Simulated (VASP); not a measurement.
# BN (Fmm2) in VASP: a series of runs

Runs on BN. Level: PBE. Tasks: single point.

Everything below comes from runs of VASP 6.6.1. Logs are shortened: lines on timing, memory, paths and dates and some standing lists are left out, and cuts for length are marked.

**1. The cell of the first run**

Symmetry: Fmm2, No. 42, orthorhombic system. Conventional cell: a = 2.509 Å, b = 7.181 Å, c = 4.493 Å, α = 90.00°, β = 90.00°, γ = 90.00°. B (site symmetry mm2) has 3 N at 1.37 to 1.53 Å within 1.8 Å. N (site symmetry mm2) has 3 B at 1.37 to 1.53 Å within 1.8 Å.

**2. Single point, PBE (strained and its atoms moved)**

The input, INCAR:

```
ALGO = Normal
EDIFF = 1E-7
ENCUT = 520
GGA = PE
ISIF = 2
ISMEAR = 0
LASPH = T
LCHARG = F
LREAL = F
LWAVE = F
NBANDS = 11
NELM = 60
PREC = Accurate
SIGMA = 0.02
```

The input, KPOINTS:

```
k-points
0
Gamma
  12 12 12
```

The input, POSCAR:

```
BN
1.0
    0.0000000000      3.5904233737      2.2464099032
    1.2543105927      0.0000000000      2.2464099032
    1.2543105927      3.5904233737      0.0000000000
B N
1 1
Direct
   -0.0138011821     -0.0138011821      1.0138011821
    0.6805011721      0.6805011721      0.3194988279
```

Potentials or basis: VASP PAW PBE potentials, release 64 (B, N).

Run with:

```bash
cat potpaw_PBE.64/B/POTCAR potpaw_PBE.64/N/POTCAR > POTCAR
mpirun -np 1 vasp_std > vasp.out
```

OUTCAR:

```text
EDIFF = 1E-7
   ENCUT = 520
   GGA = PE
   ISIF = 2
   ISMEAR = 0
   LASPH = T
   LREAL = F
   NELM = 60
   PREC = Accurate

 ion  position               nearest neighbor table
   1  0.986  0.986  0.014-   2 1.37   2 1.53   2 1.53
   2  0.681  0.681  0.319-   1 1.37   1 1.53   1 1.53

  LATTYP: Found a face centered orthorhombic cell.
 ALAT       =     2.5086211854
 B/A-ratio  =     1.7909518713
 C/A-ratio  =     2.8624675536

  Lattice vectors:

 A1 = (   0.0000000000,   3.5904233737,   2.2464099032)
 A2 = (  -1.2543105927,   3.5904233737,   0.0000000000)
 A3 = (  -1.2543105927,   0.0000000000,   2.2464099032)

Analysis of symmetry for initial positions (statically):
=====================================================================
 Subroutine PRICEL returns:
 Original cell was already a primitive cell.

 Routine SETGRP: Setting up the symmetry group for a
 face centered orthorhombic supercell.

 Subroutine GETGRP returns: Found  4 space group operations
 (whereof  4 operations were pure point group operations)
 out of a pool of  8 trial point group operations.

The static configuration has the point symmetry C_2v.

Analysis of symmetry for dynamics (positions and initial velocities):
=====================================================================
 Subroutine PRICEL returns:
 Original cell was already a primitive cell.

 Routine SETGRP: Setting up the symmetry group for a
 face centered orthorhombic supercell.

 Subroutine GETGRP returns: Found  4 space group operations
 (whereof  4 operations were pure point group operations)
 out of a pool of  8 trial point group operations.

The dynamic configuration has the point symmetry C_2v.

 Subroutine INISYM returns: Found  4 space group operations
 (whereof  4 operations are pure point group operations),
 and found     1 'primitive' translations

----------------------------------------------------------------------------------------

                                     Primitive cell

  volume of cell :      20.2334

  direct lattice vectors                    reciprocal lattice vectors
     0.000000000  3.590423374  2.246409903    -0.398625351  0.139259343  0.222577366
     1.254310593  0.000000000  2.246409903     0.398625351 -0.139259343  0.222577366
     1.254310593  3.590423374  0.000000000     0.398625351  0.139259343 -0.222577366

  length of vectors
     4.235268286  2.572868538  3.803213781     0.477321714  0.477321714  0.477321714

  position of ions in fractional coordinates (direct lattice)
     0.986198818  0.986198818  0.013801182
     0.680501172  0.680501172  0.319498828

  ion indices of the primitive-cell ions
   primitive index   ion index
                 1           1
                 2           2

----------------------------------------------------------------------------------------

 KPOINTS: k-points

Automatic generation of k-mesh.
 Grid dimensions read from file:
 generate k-points for:   12   12   12

 Generating k-lattice:

  Cartesian coordinates                     Fractional coordinates (reciprocal lattice)
    -0.033218779  0.011604945  0.018548114     0.083333333  0.000000000  0.000000000
     0.033218779 -0.011604945  0.018548114    -0.000000000  0.083333333 -0.000000000
     0.033218779  0.011604945 -0.018548114     0.000000000  0.000000000  0.083333333

  Length of vectors
     0.039776810  0.039776810  0.039776810

  Shift w.r.t. Gamma in fractional coordinates (k-lattice)
     0.000000000  0.000000000  0.000000000

 Subroutine IBZKPT returns following result:
 ===========================================

 Found    280 irreducible k-points:

 Following reciprocal coordinates:
            Coordinates               Weight
  0.000000  0.000000  0.000000      1.000000
  0.083333  0.000000  0.000000      8.000000
  0.166667  0.000000  0.000000      8.000000
  0.250000 -0.000000 -0.000000      8.000000
  0.333333  0.000000  0.000000      8.000000
  0.416667  0.000000 -0.000000      8.000000
[... 16 lines left out ...]
  0.500000  0.166667  0.000000      8.000000
 -0.416667  0.166667  0.000000      8.000000
 [... further k-points ...]
   k-points           NKPTS =    280   k-points in BZ     NKDIM =    280   number of bands    NBANDS=     11
   number of dos      NEDOS =    301   number of ions     NIONS =      2
   total plane-waves  NPLWV =  17920
   dimension x,y,z NGX =    32 NGY =   20 NGZ =   28
   dimension x,y,z NGXF=    64 NGYF=   40 NGZF=   56
   ions per type =               1   1
   NGX,Y,Z   is equivalent  to a cutoff of  12.56, 12.92, 12.24 a.u.
   NGXF,Y,Z  is equivalent  to a cutoff of  25.12, 25.85, 24.48 a.u.
 SYSTEM =  unknown system
   PREC   = accura    normal or accurate (medium, high low for compatibility)
   ISTART =      0    job   : 0-new  1-cont  2-samecut
   ICHARG =      2    charge: 1-file 2-atom 10-const
   ISPIN  =      1    spin polarized calculation?
   LNONCOLLINEAR =      F non collinear calculations
   LSORBIT =      F    spin-orbit coupling
   LASPH  =      T    aspherical Exc in radial PAW
   ENCUT  =  520.0 eV  38.22 Ry    6.18 a.u.   7.87  4.78  7.07*2*pi/ulx,y,z
   NELM   =     60;   NELMIN=  2; NELMDL= -5     # of ELM steps
   EDIFF  = 0.1E-06   stopping-criterion for ELM
   LREAL  =      F    real-space projection
   EDIFFG = 0.1E-05   stopping-criterion for IOM
   NSW    =      0    number of steps for IOM
   IBRION =     -1    ionic relax: 0-MD 1-quasi-New 2-CG
   NFREE  =      0    steps in history (QN), initial steepest desc. (CG)
   ISIF   =      2    stress and relaxation
   ISYM   =      2    0-nonsym 1-usesym 2-fastsym
   POTIM  = 0.5000    time-step for ionic-motion
   TEBEG  =    0.0;   TEEND  =   0.0 temperature during run
   PSTRESS=    0.0 pullay stress
   NELECT =       8.0000    total number of electrons
   NUPDOWN=      -1.0000    fix difference up-down
   EMIN   =  10.00;   EMAX   =-10.00  energy-range for DOS
   EFERMI =   0.00;   METHOD = LEGACY
   ISMEAR =     0;   SIGMA  =   0.02  broadening in eV -4-tet -1-fermi 0-gaus
   EFERMI_NEDOS =   21; number of points for ismear=-14 and -15
   IALGO  =     38    algorithm
   IMIX   =      4    mixing-type and parameters
     AMIX     =   0.40;   BMIX     =  1.00
     AMIX_MAG =   1.60;   BMIX_MAG =  1.00
  volume/ion in A,a.u.               =      10.12        68.27
  Fermi-wavevector in a.u.,A,eV,Ry     =   1.201568  2.270634 19.643614  1.443765
  Thomas-Fermi vector in A             =   2.337373
   LORBIT       =      0    0 simple, 1 ext, 2 COOP (PROOUT), +10 PAW based schemes
   GGA     = PE    functional components
   LHFCALC =     F    Hartree Fock is set to
   AEXX    =    0.0000 exact exchange contribution
   IVDW    =     0    specifies the selected vdW correction
   LEPSILON=     F    determine dielectric tensor
   LRPA    =     F    only Hartree local field effects (RPA)
 non-spin polarized calculation
 Gauss-broadening in eV      SIGMA  =   0.02
  energy-cutoff  :      520.00
  volume of cell :       20.23
 maximum number of plane-waves:       562
   NGX = 15   NGY =  9   NGZ = 15

 number of electron       7.9999999 magnetization

 Free energy of the ion-electron system (eV)
  ---------------------------------------------------
  ext. energy  EPLUGINS =         0.00000000
  ---------------------------------------------------
  free energy    TOTEN  =       -17.28640000 eV

  energy without entropy =      -17.28640000  energy(sigma->0) =      -17.28640000

 E-fermi :   1.7135     XC(G=0):  -9.4518

 val. band max:        1.5029089417   @ k =   0.0000   0.0000   0.0000
 cond. band min:       4.4821655099   @ k =   0.0000   0.5000   0.5000
 fundamental gap:      2.9792565683
 Fermi energy:         1.7134566446

 k-point     1 :       0.0000    0.0000    0.0000
  band No.  band energies     occupation
      1     -15.9679      2.00000
      2      -2.7626      2.00000
      3      -1.3220      2.00000
      4       1.5029      2.00000
      5       6.2788      0.00000
      6      11.2531      0.00000
      7      13.8470      0.00000
      8      14.2435      0.00000
      9      14.7238      0.00000
     10      26.0548      0.00000
     11      26.9036      0.00000

 k-point     2 :       0.0833    0.0000    0.0000
  band No.  band energies     occupation
      1     -15.8318      2.00000
      2      -2.6322      2.00000
      3      -1.5784      2.00000
      4       0.9347      2.00000
      5       6.5953      0.00000
      6      11.2492      0.00000
      7      13.4440      0.00000
      8      14.6657      0.00000
      9      15.2272      0.00000
     10      25.6118      0.00000
     11      26.4876      0.00000

 k-point     3 :       0.1667    0.0000    0.0000
  band No.  band energies     occupation
      1     -15.4320      2.00000
      2      -2.3416      2.00000
      3      -2.2222      2.00000
      4      -0.3407      2.00000
      5       7.3965      0.00000
      6      11.2218      0.00000
      7      12.3723      0.00000
      8      15.7055      0.00000
      9      16.6383      0.00000
     10      23.1130      0.00000
     11      26.9839      0.00000

 k-point     4 :       0.2500   -0.0000   -0.0000
  band No.  band energies     occupation
      1     -14.7979      2.00000
      2      -3.5696      2.00000
      3      -1.6284      2.00000
      4      -1.5348      2.00000
      5       8.3888      0.00000
      6      10.7721      0.00000
      7      11.3988      0.00000
      8      17.1306      0.00000
      9      18.5618      0.00000
     10      20.9112      0.00000
     11      25.5024      0.00000
[... 239 lines left out ...]
 k-point    22 :       0.4167    0.1667   -0.0000
  band No.  band energies     occupation
      1     -13.8165      2.00000
      2      -5.3671      2.00000
      3      -3.0966      2.00000
      4      -0.2223      2.00000
      5       8.1390      0.00000
      6      10.5002      0.00000
      7      13.4638      0.00000
      8      17.0890      0.00000
      9      17.9787      0.00000
     10      20.5667      0.00000
     11      24.8671      0.00000

 k-point    23 :       0.5000    0.1667    0.0000
  band No.  band energies     occupation
      1     -13.0783      2.00000
      2      -6.2502      2.00000
      3      -3.9107      2.00000
      4       0.5304      2.00000
      5       6.9931      0.00000
      6      11.4687      0.00000
      7      13.8479      0.00000
      8      16.2005      0.00000
      9      19.0264      0.00000
     10      21.5154      0.00000
     11      23.6031      0.00000

 k-point    24 :      -0.4167    0.1667    0.0000
  band No.  band energies     occupation
      1     -12.6815      2.00000
      2      -6.7191      2.00000
      3      -4.1638      2.00000
      4       0.7992      2.00000
      5       6.5749      0.00000
      6      11.6835      0.00000
      7      14.2386      0.00000
      8      16.1177      0.00000
      9      19.0395      0.00000
     10      21.3111      0.00000
     11      23.3961      0.00000

 [... further k-points ...]
[... 5 lines left out ...]
  --------------------------------------------------------------------------------------
  -------------------------------------------------------------------------------------
  Total       -0.9744427      0.1551841     -1.3892850      0.0000000      0.0000000      0.0000000
  in kB      -77.1608747     12.2881956   -110.0099991      0.0000000      0.0000000      0.0000000
  external PRESSURE =     -58.2942261 kB  Pullay stress =       0.0000000 kB

 VOLUME and BASIS-vectors are now :
 -----------------------------------------------------------------------------
  energy-cutoff  :      520.00
  volume of cell :       20.23
      direct lattice vectors                 reciprocal lattice vectors
     0.000000000  3.590423374  2.246409903    -0.398625351  0.139259343  0.222577366
     1.254310593  0.000000000  2.246409903     0.398625351 -0.139259343  0.222577366
     1.254310593  3.590423374  0.000000000     0.398625351  0.139259343 -0.222577366

 POSITION                                       TOTAL-FORCE (eV/Angst)
 -----------------------------------------------------------------------------------
      1.25431      3.59042      4.43081         0.000000      0.000000      4.648856
      1.25431      3.59042      3.05737         0.000000      0.000000     -4.648856
 -----------------------------------------------------------------------------------
    total drift:                               -0.000009      0.000005      0.000042

  FREE ENERGIE OF THE ION-ELECTRON SYSTEM (eV)
  ---------------------------------------------------
  free  energy   TOTEN  =       -17.2863999954 eV

  energy  without entropy=      -17.2863999954  energy(sigma->0) =      -17.28640000
```

It took 98 s on 1 thread of Intel Xeon 8259CL, shared host; peak memory 0.19 GiB.

What came out:

- Free energy: -17.2864 eV
- Pressure: -5.8 GPa
- Largest force: 4.649 eV/Å
- Band gap on the k mesh: 2.98 eV (least direct gap 4.04 eV)

Forces in eV/Å, atoms in the order of the input:
```
B    0.000  0.000  4.649
N    0.000  0.000 -4.649
```

Levels at points of the mesh, in eV from the valence-band top:
```tsv
k point	band 2	band 3	band 4	band 5	band 6	band 7
(0.00, 0.00, 0.00)	-4.27	-2.82	0.00	4.78	9.75	12.34
(0.50, 0.00, 0.00)	-8.53	-4.45	-1.06	5.06	8.48	12.92
(0.50, 0.50, 0.00)	-9.11	-3.08	-0.28	4.70	9.62	11.52
(0.50, 0.00, 0.50)	-5.71	-2.81	-0.02	9.18	9.68	10.73
(0.00, 0.50, 0.50)	-8.95	-3.12	-1.09	2.98	10.26	14.31
```

Caveat: the cell differs from its parent crystal (strained and its atoms moved); the stress differs along the axes, from -11 to 1 GPa; forces of over 1 eV/Å act on the atoms, so gaps and moduli don't describe the material at rest. A k mesh can miss the band edges.

(Continued in part 2 of 2.)
